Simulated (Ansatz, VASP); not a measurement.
## One calculation of MnHg, two programs

```xyz
2
Lattice="3.3150 0.0000 0.0000 0.0000 3.3150 0.0000 0.0000 0.0000 3.3150" Properties=species:S:1:pos:R:3 pbc="T T T"
Hg    0.0000    0.0000    0.0000
Mn    1.6575    1.6575    1.6575
```

Alike in both runs: task single point; functional PBE; k mesh 7 × 7 × 7; occupations fermi-dirac, width 0.05 eV; collinear spin; fixed moment 8 μB.

|  | VASP | Ansatz |
| --- | --- | --- |
| version | VASP 6.6.1 | Ansatz 0.2.0 |
| potentials or method | VASP PAW PBE potentials, release 64 (Hg_sv_GW, Mn_sv) | Ansatz PAW |
| plane-wave cutoff (eV) | 680 | 420 |
| valence electrons in the cell | 35 | 35 |

Ansatz gave:

```
net moment per atom (μB)                                      : 4.00
size of the moment on the site where the two differ most (μB) : 5.37
```

Question: What did VASP give for the same quantities?

Answer: net moment per atom (μB): 4.00; size of the moment on the site where the two differ most (μB): 4.69.

Site moments also hang on the region over which each program counts them.

Spin-orbit coupling is off throughout.
